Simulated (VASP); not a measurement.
# MgS (Niningerite) (Fm-3m) in VASP: further runs

The runs below take MgS (Niningerite) through single point, with r2SCAN.

Program: VASP 6.6.1. These are calculated values, not measurements. Logs are shortened: lines on timing, memory, paths and dates and some standing lists are left out, and cuts for length are marked.

### Step 1. The cell of the first run

It takes space group Fm-3m (No. 225, cubic). The conventional cell has a = 5.203 Å, b = 5.203 Å, c = 5.203 Å, α = 90.00°, β = 90.00°, γ = 90.00°. Mg (site symmetry m-3m) has 6 S at 2.60 Å within 3.4 Å. S (site symmetry m-3m) has 6 Mg at 2.60 Å within 3.4 Å.

### Step 2. Single point, r2SCAN

POSCAR reads:

```
MgS
1.0
    0.0000000000      2.6016500000      2.6016500000
    2.6016500000      0.0000000000      2.6016500000
    2.6016500000      2.6016500000      0.0000000000
Mg S
1 1
Direct
    0.0000000000      0.0000000000      0.0000000000
    0.5000000000      0.5000000000      0.5000000000
```

INCAR.step1 reads:

```
PREC = Accurate
ENCUT = 660
ISMEAR = 0
SIGMA = 0.01
LREAL = F
LASPH = T
NELM = 120
NBANDS = 11
GGA = PE
ALGO = Normal
EDIFF = 1E-5
LWAVE = T
LCHARG = F
GGA_COMPAT = F
```

INCAR.step2 reads:

```
PREC = Accurate
ENCUT = 660
EDIFF = 1E-6
ISMEAR = 0
SIGMA = 0.01
LREAL = F
LASPH = T
NELM = 120
ALGO = Normal
ISIF = 2
LWAVE = F
LCHARG = T
METAGGA = R2SCAN
LMIXTAU = T
LELF = T
LVHAR = T
NBANDS = 11
ISTART = 1
GGA_COMPAT = F
```

KPOINTS reads:

```
regular mesh
0
Gamma
  3 3 3
```

Potentials or basis: VASP PAW PBE potentials, release 64 (Mg, S).

Run with:

```sh
$ cat potpaw_PBE.64/Mg/POTCAR potpaw_PBE.64/S/POTCAR > POTCAR
$ cp INCAR.step1 INCAR
$ mpirun -np 1 vasp_std > vasp.out
$ cp INCAR.step2 INCAR
$ mpirun -np 1 vasp_std > vasp.out
```

OUTCAR:

```text
PREC = Accurate
   ENCUT = 660
   EDIFF = 1E-6
   ISMEAR = 0
   LREAL = F
   LASPH = T
   NELM = 120
   ISIF = 2
   METAGGA = R2SCAN
   ISTART = 1

 ion  position               nearest neighbor table
   1  0.000  0.000  0.000-   2 2.60   2 2.60   2 2.60   2 2.60   2 2.60   2 2.60
   2  0.500  0.500  0.500-   1 2.60   1 2.60   1 2.60   1 2.60   1 2.60   1 2.60

  LATTYP: Found a face centered cubic cell.
 ALAT       =     5.2033000000

  Lattice vectors:

 A1 = (   0.0000000000,   2.6016500000,   2.6016500000)
 A2 = (   2.6016500000,   0.0000000000,   2.6016500000)
 A3 = (   2.6016500000,   2.6016500000,   0.0000000000)

Analysis of symmetry for initial positions (statically):
=====================================================================
 Subroutine PRICEL returns:
 Original cell was already a primitive cell.

 Routine SETGRP: Setting up the symmetry group for a
 face centered cubic supercell.

 Subroutine GETGRP returns: Found 48 space group operations
 (whereof 48 operations were pure point group operations)
 out of a pool of 48 trial point group operations.

The static configuration has the point symmetry O_h .

Analysis of symmetry for dynamics (positions and initial velocities):
=====================================================================
 Subroutine PRICEL returns:
 Original cell was already a primitive cell.

 Routine SETGRP: Setting up the symmetry group for a
 face centered cubic supercell.

 Subroutine GETGRP returns: Found 48 space group operations
 (whereof 48 operations were pure point group operations)
 out of a pool of 48 trial point group operations.

The dynamic configuration has the point symmetry O_h .

 Subroutine INISYM returns: Found 48 space group operations
 (whereof 48 operations are pure point group operations),
 and found     1 'primitive' translations

----------------------------------------------------------------------------------------

                                     Primitive cell

  volume of cell :      35.2190

  direct lattice vectors                    reciprocal lattice vectors
     0.000000000  2.601650000  2.601650000    -0.192185728  0.192185728  0.192185728
     2.601650000  0.000000000  2.601650000     0.192185728 -0.192185728  0.192185728
     2.601650000  2.601650000  0.000000000     0.192185728  0.192185728 -0.192185728

  length of vectors
     3.679288715  3.679288715  3.679288715     0.332875446  0.332875446  0.332875446

  position of ions in fractional coordinates (direct lattice)
     0.000000000  0.000000000  0.000000000
     0.500000000  0.500000000  0.500000000

  ion indices of the primitive-cell ions
   primitive index   ion index
                 1           1
                 2           2

----------------------------------------------------------------------------------------

 KPOINTS: regular mesh

Automatic generation of k-mesh.
 Grid dimensions read from file:
 generate k-points for:    3    3    3

 Generating k-lattice:

  Cartesian coordinates                     Fractional coordinates (reciprocal lattice)
    -0.064061909  0.064061909  0.064061909     0.333333333  0.000000000  0.000000000
     0.064061909 -0.064061909  0.064061909     0.000000000  0.333333333  0.000000000
     0.064061909  0.064061909 -0.064061909     0.000000000  0.000000000  0.333333333

  Length of vectors
     0.110958482  0.110958482  0.110958482

  Shift w.r.t. Gamma in fractional coordinates (k-lattice)
     0.000000000  0.000000000  0.000000000

 Subroutine IBZKPT returns following result:
 ===========================================

 Found      4 irreducible k-points:

 Following reciprocal coordinates:
            Coordinates               Weight
  0.000000  0.000000  0.000000      1.000000
  0.333333  0.000000  0.000000      8.000000
  0.333333  0.333333  0.000000      6.000000
 -0.333333  0.333333  0.000000     12.000000
   k-points           NKPTS =      4   k-points in BZ     NKDIM =      4   number of bands    NBANDS=     11
   number of dos      NEDOS =    301   number of ions     NIONS =      2
   total plane-waves  NPLWV =  32768
   dimension x,y,z NGX =    32 NGY =   32 NGZ =   32
   dimension x,y,z NGXF=    64 NGYF=   64 NGZF=   64
   ions per type =               1   1
   NGX,Y,Z   is equivalent  to a cutoff of  14.46, 14.46, 14.46 a.u.
   NGXF,Y,Z  is equivalent  to a cutoff of  28.92, 28.92, 28.92 a.u.
 SYSTEM =  unknown system
   PREC   = accura    normal or accurate (medium, high low for compatibility)
   ISTART =      1    job   : 0-new  1-cont  2-samecut
   ICHARG =      0    charge: 1-file 2-atom 10-const
   ISPIN  =      1    spin polarized calculation?
   LNONCOLLINEAR =      F non collinear calculations
   LSORBIT =      F    spin-orbit coupling
   LASPH  =      T    aspherical Exc in radial PAW
   ENCUT  =  660.0 eV  48.51 Ry    6.96 a.u.   7.71  7.71  7.71*2*pi/ulx,y,z
   NELM   =    120;   NELMIN=  2; NELMDL=  0     # of ELM steps
   EDIFF  = 0.1E-05   stopping-criterion for ELM
   LREAL  =      F    real-space projection
   EDIFFG = 0.1E-04   stopping-criterion for IOM
   NSW    =      0    number of steps for IOM
   IBRION =     -1    ionic relax: 0-MD 1-quasi-New 2-CG
   NFREE  =      0    steps in history (QN), initial steepest desc. (CG)
   ISIF   =      2    stress and relaxation
   ISYM   =      2    0-nonsym 1-usesym 2-fastsym
   POTIM  = 0.5000    time-step for ionic-motion
   TEBEG  =    0.0;   TEEND  =   0.0 temperature during run
   PSTRESS=    0.0 pullay stress
   NELECT =       8.0000    total number of electrons
   NUPDOWN=      -1.0000    fix difference up-down
   EMIN   =  10.00;   EMAX   =-10.00  energy-range for DOS
   EFERMI =   0.00;   METHOD = LEGACY
   ISMEAR =     0;   SIGMA  =   0.01  broadening in eV -4-tet -1-fermi 0-gaus
   EFERMI_NEDOS =   21; number of points for ismear=-14 and -15
   IALGO  =     38    algorithm
   IMIX   =      4    mixing-type and parameters
     AMIX     =   0.40;   BMIX     =  1.00
     AMIX_MAG =   1.60;   BMIX_MAG =  1.00
  volume/ion in A,a.u.               =      17.61       118.83
  Fermi-wavevector in a.u.,A,eV,Ry     =   0.998878  1.887606 13.575323  0.997758
  Thomas-Fermi vector in A             =   2.131131
   LORBIT       =      0    0 simple, 1 ext, 2 COOP (PROOUT), +10 PAW based schemes
   METAGGA = R2SCAN    functional components
   LHFCALC =     F    Hartree Fock is set to
   AEXX    =    0.0000 exact exchange contribution
   IVDW    =     0    specifies the selected vdW correction
   LEPSILON=     F    determine dielectric tensor
   LRPA    =     F    only Hartree local field effects (RPA)
 non-spin polarized calculation
 Gauss-broadening in eV      SIGMA  =   0.01
  energy-cutoff  :      660.00
  volume of cell :       35.22
 maximum number of plane-waves:      1363
   NGX = 15   NGY = 15   NGZ = 15

 number of electron       8.0000001 magnetization

 Free energy of the ion-electron system (eV)
  ---------------------------------------------------
  ext. energy  EPLUGINS =         0.00000000
  ---------------------------------------------------
  free energy    TOTEN  =       -15.30579561 eV

  energy without entropy =      -15.30579561  energy(sigma->0) =      -15.30579561

 E-fermi :   3.6920     XC(G=0): -10.0599

 val. band max:        3.5775756939   @ k =   0.0000   0.0000   0.0000
 cond. band min:       8.0605105419   @ k =   0.3333   0.3333   0.0000
 fundamental gap:      4.4829348480
 Fermi energy:         3.6920047449

 k-point     1 :       0.0000    0.0000    0.0000
  band No.  band energies     occupation
      1      -9.6027      2.00000
      2       3.5776      2.00000
      3       3.5776      2.00000
      4       3.5776      2.00000
      5       8.1578      0.00000
      6      12.0568      0.00000
      7      12.0568      0.00000
      8      12.0568      0.00000
      9      14.4690      0.00000
     10      14.4690      0.00000
     11      17.0362      0.00000

 k-point     2 :       0.3333    0.0000    0.0000
  band No.  band energies     occupation
      1      -8.6749      2.00000
      2      -0.3073      2.00000
      3       3.0911      2.00000
      4       3.0911      2.00000
      5       9.0106      0.00000
      6      11.4574      0.00000
      7      11.4574      0.00000
      8      13.8675      0.00000
      9      15.7685      0.00000
     10      15.7685      0.00000
     11      16.0942      0.00000

 k-point     3 :       0.3333    0.3333    0.0000
  band No.  band energies     occupation
      1      -8.3928      2.00000
      2       0.1269      2.00000
      3       2.1842      2.00000
      4       2.1842      2.00000
      5       8.0605      0.00000
      6       9.0173      0.00000
      7      14.2648      0.00000
      8      15.8099      0.00000
      9      15.8099      0.00000
     10      16.1591      0.00000
     11      21.4900      0.00000

 k-point     4 :      -0.3333    0.3333    0.0000
  band No.  band energies     occupation
      1      -7.9440      2.00000
      2      -0.0980      2.00000
      3       0.1803      2.00000
      4       2.3952      2.00000
      5       8.5769      0.00000
      6      11.9845      0.00000
      7      13.1231      0.00000
      8      13.5767      0.00000
      9      16.2506      0.00000
     10      16.7142      0.00000
     11      21.4331      0.00000

------------------------ aborting loop because EDIFF is reached ----------------------------------------

  FORCE on cell =-STRESS in cart. coord.  units (eV):
  Direction    XX          YY          ZZ          XY          YZ          ZX
  --------------------------------------------------------------------------------------
  -------------------------------------------------------------------------------------
  Total        0.2302300      0.2302300      0.2302300     -0.0000000      0.0000000     -0.0000000
  in kB       10.4735956     10.4735956     10.4735956     -0.0000000      0.0000000     -0.0000000
  external PRESSURE =      10.4735956 kB  Pullay stress =       0.0000000 kB

 VOLUME and BASIS-vectors are now :
 -----------------------------------------------------------------------------
  energy-cutoff  :      660.00
  volume of cell :       35.22
      direct lattice vectors                 reciprocal lattice vectors
     0.000000000  2.601650000  2.601650000    -0.192185728  0.192185728  0.192185728
     2.601650000  0.000000000  2.601650000     0.192185728 -0.192185728  0.192185728
     2.601650000  2.601650000  0.000000000     0.192185728  0.192185728 -0.192185728

 POSITION                                       TOTAL-FORCE (eV/Angst)
 -----------------------------------------------------------------------------------
      0.00000      0.00000      0.00000         0.000000      0.000000      0.000000
      2.60165      2.60165      2.60165        -0.000000     -0.000000     -0.000000
 -----------------------------------------------------------------------------------
    total drift:                               -0.000000     -0.000000      0.000000

  FREE ENERGIE OF THE ION-ELECTRON SYSTEM (eV)
  ---------------------------------------------------
  free  energy   TOTEN  =       -15.3057956095 eV

  energy  without entropy=      -15.3057956095  energy(sigma->0) =      -15.30579561
```

It took 51 s on 1 thread of AMD EPYC 7R13, shared host; peak memory 0.15 GiB.

Results:

* Free energy: -15.3058 eV
* Pressure: 1.0 GPa
* Band gap on the k mesh: 4.48 eV, indirect (least direct gap 4.58 eV)

Levels at points of the mesh, in eV from the valence-band top:
| k point | band 1 | band 2 | band 3 | band 4 | band 5 | band 6 | band 7 | band 8 | band 9 |
| --- | --- | --- | --- | --- | --- | --- | --- | --- | --- |
| (0.00, 0.00, 0.00) | -13.18 | 0.00 | 0.00 | 0.00 | 4.58 | 8.48 | 8.48 | 8.48 | 10.89 |

Caveat: the k points lie up to 0.70 Å⁻¹ apart; the PAW data sets were made with another functional, which shifts forces and pressure a little. A k mesh can miss the band edges.

### Step 3. Single point, r2SCAN

POSCAR is that of step 2.

INCAR.step1 reads:

```
SYSTEM = MgS
  PREC = Accurate
  ENCUT = 660
  ISMEAR = 0
  SIGMA = 0.01
  LREAL = .FALSE.
  LASPH = .TRUE.
  NELM = 120
  NBANDS = 11
  GGA = PE
  ALGO = Normal
  EDIFF = 1E-5
  LWAVE = .TRUE.
  LCHARG = .FALSE.
  GGA_COMPAT = .FALSE.
```

INCAR.step2 reads:

```
SYSTEM = MgS
  PREC = Accurate
  ENCUT = 660
  EDIFF = 1E-6
  ISMEAR = 0
  SIGMA = 0.01
  LREAL = .FALSE.
  LASPH = .TRUE.
  NELM = 120
  ALGO = Normal
  ISIF = 2
  LWAVE = .FALSE.
  LCHARG = .TRUE.
  METAGGA = R2SCAN
  LMIXTAU = .TRUE.
  LELF = .TRUE.
  LVHAR = .TRUE.
  NBANDS = 11
  ISTART = 1
  GGA_COMPAT = .FALSE.
```

KPOINTS reads:

```
Automatic mesh
0
G
  4 4 4
  0 0 0
```

Potentials or basis: VASP PAW PBE potentials, release 64 (Mg, S).

Run with:

```sh
$ cat potpaw_PBE.64/Mg/POTCAR potpaw_PBE.64/S/POTCAR > POTCAR
$ cp INCAR.step1 INCAR
$ mpirun -np 1 vasp_std > vasp.out
$ cp INCAR.step2 INCAR
$ mpirun -np 1 vasp_std > vasp.out
```

OUTCAR:

```text
SYSTEM = MgS
   PREC = Accurate
   ENCUT = 660
   EDIFF = 1E-6
   ISMEAR = 0
   LREAL = .FALSE.
   LASPH = .TRUE.
   NELM = 120
   ISIF = 2
   METAGGA = R2SCAN
   ISTART = 1

 ion  position               nearest neighbor table
   1  0.000  0.000  0.000-   2 2.60   2 2.60   2 2.60   2 2.60   2 2.60   2 2.60
   2  0.500  0.500  0.500-   1 2.60   1 2.60   1 2.60   1 2.60   1 2.60   1 2.60

  LATTYP: Found a face centered cubic cell.
 ALAT       =     5.2033000000

  Lattice vectors:

 A1 = (   0.0000000000,   2.6016500000,   2.6016500000)
 A2 = (   2.6016500000,   0.0000000000,   2.6016500000)
 A3 = (   2.6016500000,   2.6016500000,   0.0000000000)

Analysis of symmetry for initial positions (statically):
=====================================================================
 Subroutine PRICEL returns:
 Original cell was already a primitive cell.

 Routine SETGRP: Setting up the symmetry group for a
 face centered cubic supercell.

 Subroutine GETGRP returns: Found 48 space group operations
 (whereof 48 operations were pure point group operations)
 out of a pool of 48 trial point group operations.

The static configuration has the point symmetry O_h .
[... 155 lines left out ...]
      2       3.5153      2.00000
      3       3.5153      2.00000
      4       3.5153      2.00000
      5       8.1206      0.00000
      6      12.0321      0.00000
      7      12.0321      0.00000
      8      12.0321      0.00000
      9      14.4428      0.00000
     10      14.4428      0.00000
     11      17.0367      0.00000
[... 85 lines left out ...]
 k-point     8 :      -0.2500    0.5000    0.2500
  band No.  band energies     occupation
      1      -7.9016      2.00000
      2       0.2268      2.00000
      3       0.2268      2.00000
      4       1.1609      2.00000
      5       9.4035      0.00000
      6      12.1330      0.00000
      7      12.1330      0.00000
      8      12.3057      0.00000
      9      19.0117      0.00000
     10      19.0117      0.00000
     11      20.1843      0.00000

------------------------ aborting loop because EDIFF is reached ----------------------------------------

  FORCE on cell =-STRESS in cart. coord.  units (eV):
  Direction    XX          YY          ZZ          XY          YZ          ZX
  --------------------------------------------------------------------------------------
  -------------------------------------------------------------------------------------
  Total       -0.0257232     -0.0257232     -0.0257232      0.0000000     -0.0000000     -0.0000000
  in kB       -1.1701983     -1.1701983     -1.1701983      0.0000000     -0.0000000     -0.0000000
  external PRESSURE =      -1.1701983 kB  Pullay stress =       0.0000000 kB

 VOLUME and BASIS-vectors are now :
 -----------------------------------------------------------------------------
  energy-cutoff  :      660.00
  volume of cell :       35.22
      direct lattice vectors                 reciprocal lattice vectors
     0.000000000  2.601650000  2.601650000    -0.192185728  0.192185728  0.192185728
     2.601650000  0.000000000  2.601650000     0.192185728 -0.192185728  0.192185728
     2.601650000  2.601650000  0.000000000     0.192185728  0.192185728 -0.192185728

 POSITION                                       TOTAL-FORCE (eV/Angst)
 -----------------------------------------------------------------------------------
      0.00000      0.00000      0.00000        -0.000000      0.000000      0.000000
      2.60165      2.60165      2.60165         0.000000     -0.000000      0.000000
 -----------------------------------------------------------------------------------
    total drift:                               -0.000000     -0.000000      0.000000

  FREE ENERGIE OF THE ION-ELECTRON SYSTEM (eV)
  ---------------------------------------------------
  free  energy   TOTEN  =       -15.4714004152 eV

  energy  without entropy=      -15.4714004152  energy(sigma->0) =      -15.47140042
```

OUTCAR.step1:

```text
SYSTEM = MgS
   PREC = Accurate
   ENCUT = 660
   ISMEAR = 0
   LREAL = .FALSE.
   LASPH = .TRUE.
[... 315 lines left out ...]
      0.00000      0.00000      0.00000        -0.000000      0.000000     -0.000000
      2.60165      2.60165      2.60165         0.000000     -0.000000      0.000000
 -----------------------------------------------------------------------------------
    total drift:                               -0.000000     -0.000000      0.000000

  FREE ENERGIE OF THE ION-ELECTRON SYSTEM (eV)
  ---------------------------------------------------
  free  energy   TOTEN  =        -8.4543982136 eV

  energy  without entropy=       -8.4543982136  energy(sigma->0) =       -8.45439821
```

Run time: 67 s. Hardware: 1 thread of AMD EPYC 7R13, shared host; peak memory 0.16 GiB.

What came out:

```
Free energy            : -15.4714 eV
Pressure               : -0.1 GPa
Band gap on the k mesh : 3.41 eV, indirect (least direct gap 4.61 eV)
```

Caveat: the k points lie up to 0.52 Å⁻¹ apart; the PAW data sets were made with another functional, which shifts forces and pressure a little. A k mesh can miss the band edges.
